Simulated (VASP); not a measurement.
# CsCl (Pm-3m) in VASP: further runs, part 2 of 2

VASP 6.6.1. Earlier steps stand in the parts before.

### 3 Single point, r2SCAN

File POSCAR:

```
CsCl
1.0
    4.1368324570      0.0000000000      0.0000000000
    0.0000000000      4.1368324570      0.0000000000
    0.0000000000      0.0000000000      4.1368324570
Cs Cl
1 1
Direct
    0.0000000000      0.0000000000      0.0000000000
    0.5000000000      0.5000000000      0.5000000000
```

File INCAR.step1:

```
SYSTEM = CsCl
PREC = Accurate ; ENCUT = 550
ISMEAR = 1 ; SIGMA = 0.05
LREAL = .False. ; LASPH = .True.
NELM = 120 ; NBANDS = 15
GGA = PE ; ALGO = Normal
EDIFF = 1E-5 ; LWAVE = .True.
LCHARG = .False. ; GGA_COMPAT = .False.
```

File INCAR.step2:

```
SYSTEM = CsCl
PREC = Accurate ; ENCUT = 550
EDIFF = 1E-6 ; ISMEAR = 1
SIGMA = 0.05 ; LREAL = .False.
LASPH = .True. ; NELM = 120
ALGO = Normal ; ISIF = 2
LWAVE = .False. ; LCHARG = .False.
METAGGA = R2SCAN ; LMIXTAU = .True.
NBANDS = 15 ; ISTART = 1
GGA_COMPAT = .False.
```

File KPOINTS:

```
regular mesh
0
Gamma
  4 4 4
  0 0 0
```

Potentials or basis: VASP PAW PBE potentials, release 64 (Cs_sv, Cl).

On the command line:

```sh
cat potpaw_PBE.64/Cs_sv/POTCAR potpaw_PBE.64/Cl/POTCAR > POTCAR
cp INCAR.step1 INCAR
mpirun -np 1 vasp_std > vasp.out
cp INCAR.step2 INCAR
mpirun -np 1 vasp_std > vasp.out
```

OUTCAR:

```text
SYSTEM = CsCl
   PREC = Accurate
   ENCUT = 550
   EDIFF = 1E-6
   ISMEAR = 1
   LREAL = .False.
   LASPH = .True.
   NELM = 120
   ISIF = 2
   METAGGA = R2SCAN
   ISTART = 1

 ion  position               nearest neighbor table
   1  0.000  0.000  0.000-
   2  0.500  0.500  0.500-

  LATTYP: Found a simple cubic cell.
 ALAT       =     4.1368324570

  Lattice vectors:

 A1 = (   4.1368324570,   0.0000000000,   0.0000000000)
 A2 = (   0.0000000000,   4.1368324570,   0.0000000000)
 A3 = (   0.0000000000,   0.0000000000,   4.1368324570)

Analysis of symmetry for initial positions (statically):
=====================================================================
 Subroutine PRICEL returns:
 Original cell was already a primitive cell.

 Routine SETGRP: Setting up the symmetry group for a
 simple cubic supercell.

 Subroutine GETGRP returns: Found 48 space group operations
 (whereof 48 operations were pure point group operations)
 out of a pool of 48 trial point group operations.

The static configuration has the point symmetry O_h .

Analysis of symmetry for dynamics (positions and initial velocities):
[... 156 lines left out ...]
      3      -6.7575      2.00000
      4      -6.7575      2.00000
      5      -6.7575      2.00000
      6      -0.7405      1.97818
      7      -0.7405      1.97818
      8      -0.7405      1.97818
      9       5.1662      0.00000
     10       5.1662      0.00000
     11       5.2672      0.00000
     12       9.9695      0.00000
     13       9.9695      0.00000
     14       9.9695      0.00000
[... 149 lines left out ...]
      2     -13.2921      2.00000
      3      -7.2836      2.00000
      4      -7.2836      2.00000
      5      -7.2836      2.00000
      6      -1.8159      2.00000
      7      -1.8159      2.00000
      8      -1.8159      2.00000
      9       8.3960      0.00000
     10       8.3960      0.00000
     11       8.3960      0.00000
     12      10.5161      0.00000
     13      10.5161      0.00000
     14      10.5161      0.00000
     15      12.2944      0.00000

------------------------ aborting loop because EDIFF is reached ----------------------------------------

  FORCE on cell =-STRESS in cart. coord.  units (eV):
  Direction    XX          YY          ZZ          XY          YZ          ZX
  --------------------------------------------------------------------------------------
  -------------------------------------------------------------------------------------
  Total        0.0388522      0.0388522      0.0388522      0.0000000      0.0000000     -0.0000000
  in kB        0.8792700      0.8792700      0.8792700      0.0000000      0.0000000     -0.0000000
  external PRESSURE =       0.8792700 kB  Pullay stress =       0.0000000 kB

 VOLUME and BASIS-vectors are now :
 -----------------------------------------------------------------------------
  energy-cutoff  :      550.00
  volume of cell :       70.80
      direct lattice vectors                 reciprocal lattice vectors
     4.136832457  0.000000000  0.000000000     0.241730844  0.000000000  0.000000000
     0.000000000  4.136832457  0.000000000     0.000000000  0.241730844  0.000000000
     0.000000000  0.000000000  4.136832457     0.000000000  0.000000000  0.241730844

 POSITION                                       TOTAL-FORCE (eV/Angst)
 -----------------------------------------------------------------------------------
      0.00000      0.00000      0.00000         0.000000      0.000000      0.000000
      2.06842      2.06842      2.06842         0.000000      0.000000      0.000000
 -----------------------------------------------------------------------------------
    total drift:                                0.000000      0.000000     -0.000000

  FREE ENERGIE OF THE ION-ELECTRON SYSTEM (eV)
  ---------------------------------------------------
  free  energy   TOTEN  =       -35.5245948393 eV

  energy  without entropy=      -35.5248027994  energy(sigma->0) =      -35.52466416
```

OUTCAR.step1:

```text
SYSTEM = CsCl
   PREC = Accurate
   ENCUT = 550
   ISMEAR = 1
   LREAL = .False.
   LASPH = .True.
[... 385 lines left out ...]
      0.00000      0.00000      0.00000         0.000000      0.000000      0.000000
      2.06842      2.06842      2.06842         0.000000      0.000000      0.000000
 -----------------------------------------------------------------------------------
    total drift:                                0.000000      0.000000     -0.000000

  FREE ENERGIE OF THE ION-ELECTRON SYSTEM (eV)
  ---------------------------------------------------
  free  energy   TOTEN  =        -6.5308138848 eV

  energy  without entropy=       -6.5310422808  energy(sigma->0) =       -6.53089002
```

It took 28 s on 1 thread of AMD EPYC 7R13 (Zen 3), shared host; peak memory 0.16 GiB.

What came out:

```
Free energy            : -35.5246 eV
Pressure               : 0.1 GPa
Band gap on the k mesh : 5.91 eV
```

Caveat: the PAW data sets were made with another functional, which shifts forces and pressure a little; spin-orbit coupling is left out, which moves the levels of the heavy elements. A k mesh can miss the band edges.

### 4 Single point, HSE06

POSCAR is that of step 3.

File INCAR.step1:

```
SYSTEM = CsCl
  ALGO = Normal
  EDIFF = 1E-5
  ENCUT = 400
  GGA = PE
  GGA_COMPAT = .False.
  ISIF = 2
  ISMEAR = 0
  LASPH = .True.
  LCHARG = .False.
  LREAL = .False.
  LWAVE = .True.
  NBANDS = 15
  NELM = 120
  PREC = Accurate
  SIGMA = 0.01
```

File INCAR.step2:

```
SYSTEM = CsCl
  ALGO = Normal
  EDIFF = 1E-6
  ENCUT = 400
  GGA = PE
  GGA_COMPAT = .False.
  HFSCREEN = 0.2079
  ISIF = 2
  ISMEAR = 0
  ISTART = 1
  LASPH = .True.
  LCHARG = .False.
  LHFCALC = .True.
  LREAL = .False.
  LWAVE = .False.
  NBANDS = 15
  NELM = 120
  PREC = Accurate
  PRECFOCK = Normal
  SIGMA = 0.01
```

File KPOINTS:

```
k-points
0
Gamma
  4 4 4
  0 0 0
```

On the command line:

```sh
cat potpaw_PBE.64/Cs_sv/POTCAR potpaw_PBE.64/Cl/POTCAR > POTCAR
cp INCAR.step1 INCAR
mpirun -np 1 vasp_std > vasp.out
cp INCAR.step2 INCAR
mpirun -np 1 vasp_std > vasp.out
```

It took 4.4 min on 1 thread of AMD EPYC 7R13 (Zen 3), shared host; peak memory 0.23 GiB.

Results (log left out):

```yaml
Free_energy: -7.6255 eV
Pressure: 0.5 GPa
Band_gap_on_the_k_mesh: 6.53 eV
```

Levels at points of the mesh, in eV from the valence-band top:
| k point | band 5 | band 6 | band 7 | band 8 | band 9 | band 10 | band 11 | band 12 |
| --- | --- | --- | --- | --- | --- | --- | --- | --- |
| (0.00, 0.00, 0.00) | -6.08 | 0.00 | 0.00 | 0.00 | 6.53 | 6.68 | 6.68 | 11.56 |
| (0.50, 0.00, 0.00) | -5.93 | -1.20 | -0.24 | -0.24 | 7.76 | 8.97 | 10.20 | 10.61 |
| (0.50, 0.50, 0.00) | -5.84 | -0.45 | -0.45 | -0.06 | 7.25 | 7.34 | 9.39 | 9.39 |
| (0.50, 0.50, 0.50) | -6.62 | -1.13 | -1.13 | -1.13 | 9.92 | 9.92 | 9.92 | 11.89 |

Caveat: the PAW data sets were made with another functional, which shifts forces and pressure a little; spin-orbit coupling is left out, which moves the levels of the heavy elements.

### 5 Overview

| level | cutoff (eV) | smearing | grid for exact exchange (PRECFOCK) | share of exact exchange | screening parameter | gap on the mesh (eV) | pressure (GPa) |
| --- | --- | --- | --- | --- | --- | --- | --- |
| r2SCAN | 550 | gaussian 0.01 eV | - | - | - | 5.91 | 0.1 |
| r2SCAN | 550 | methfessel-paxton 0.05 eV | - | - | - | 5.91 | 0.1 |
| HSE06 | 400 | gaussian 0.01 eV | Normal | 0.25 | 0.2079 1/Å | 6.53 | 0.5 |

Alike in all rows: task single point; potentials or basis VASP PAW PBE potentials, release 64 (Cs_sv, Cl); no spin polarisation; cell as given; k mesh 4 × 4 × 4.

On the cell as given the gap runs from 5.91 eV (r2SCAN) to 6.53 eV (HSE06). The pressure there spans 0.1 GPa (r2SCAN) to 0.5 GPa (HSE06); a positive pressure means that this level wants a larger cell, a negative one a smaller.

Caveats: the PAW data sets were made with another functional, which shifts forces and pressure a little; spin-orbit coupling is left out, which moves the levels of the heavy elements.

Absolute energies hang on the potentials; compare differences alone.
